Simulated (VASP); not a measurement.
Here is a VASP 6.6.1 calculation.

File INCAR:

```
ALGO = Normal ; EDIFF = 1E-7
ENCUT = 520 ; GGA = CA
ISIF = 2 ; ISMEAR = 0
LASPH = T ; LCHARG = F
LREAL = F ; LWAVE = F
NBANDS = 28 ; NELM = 80
PREC = Accurate ; SIGMA = 0.15
```

The input KPOINTS:

```
k-points
0
Gamma
  10 10 8
```

The input POSCAR:

```
SnO
1.0
    3.7668771934      0.0000000000      0.0000000000
    0.0000000000      3.7668771934      0.0000000000
    0.0000000000      0.0000000000      4.6553197995
Sn O
2 2
Direct
    0.0000000000      0.5000000000      0.2457459271
    0.5000000000      0.0000000000      0.7542540729
    0.0000000000      0.0000000000      0.0000000000
    0.5000000000      0.5000000000      0.0000000000
```

Potentials or basis: VASP PAW LDA potentials, release 64 (Sn_d, O).

Run with:

```bash
$ cat potpaw_LDA.64/Sn_d/POTCAR potpaw_LDA.64/O/POTCAR > POTCAR
$ mpirun -np 1 vasp_std > vasp.out
```

(1) What does it give for the largest force?

(2) Estimate the pressure.

(3) Predict the band gap on the k mesh.

Answers

(1) 0.128 eV/Å.

(2) 0.4 GPa.

(3) zero (band 20 reaches 7.62 eV, above the bottom of band 21 at 7.41 eV).

Caveat: spin-orbit coupling is left out, which moves the levels of the heavy elements.
